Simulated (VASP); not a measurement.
A run of VASP 6.6.1:

POSCAR

```
Mn
1.0
    0.0000000000      3.1134671004      0.0000000000
    3.1134671004      0.0000000000      0.0000000000
    3.1134671004      3.1134671004     -3.1134671004
Mn
2
Direct
    0.0000000000      0.0000000000      0.0000000000
    0.0000000000      0.0000000000      0.5000000000
```

The input INCAR.step1:

```
SYSTEM = Mn
PREC = Accurate
ENCUT = 520
ISMEAR = 0
SIGMA = 0.05
LREAL = .False.
LASPH = .True.
NELM = 150
ISPIN = 2
MAGMOM = 4.24 -4.24
LMAXMIX = 4
NBANDS = 24
GGA = PE
ALGO = Normal
EDIFF = 1E-4
LWAVE = .True.
LCHARG = .False.
```

Contents of INCAR.step2:

```
SYSTEM = Mn
PREC = Accurate
ENCUT = 520
EDIFF = 1E-7
ISMEAR = 0
SIGMA = 0.05
LREAL = .False.
LASPH = .True.
NELM = 150
ALGO = Normal
ISIF = 2
LWAVE = .False.
LCHARG = .False.
ISPIN = 2
MAGMOM = 4.24 -4.24
LORBIT = 11
LMAXMIX = 4
METAGGA = R2SCAN
LMIXTAU = .True.
NBANDS = 24
ISTART = 1
```

KPOINTS

```
regular mesh
0
Gamma
  20 20 10
  0 0 0
```

Potentials or basis: VASP PAW PBE potentials, release 64 (Mn_pv).

Run with:

```sh
$ cat potpaw_PBE.64/Mn_pv/POTCAR > POTCAR
$ cp INCAR.step1 INCAR
$ mpirun -np 1 vasp_std > vasp.out
$ cp INCAR.step2 INCAR
$ mpirun -np 1 vasp_std > vasp.out
```

Hardware: 1 thread of Intel(R) Xeon(R) 6975P-C (Granite Rapids), on a shared host.

How long does it take, and how much memory?

It took 4.9 min on 1 thread of Intel(R) Xeon(R) 6975P-C (Granite Rapids) (shared host), peak memory 0.28 GiB. Counts: k points 146.
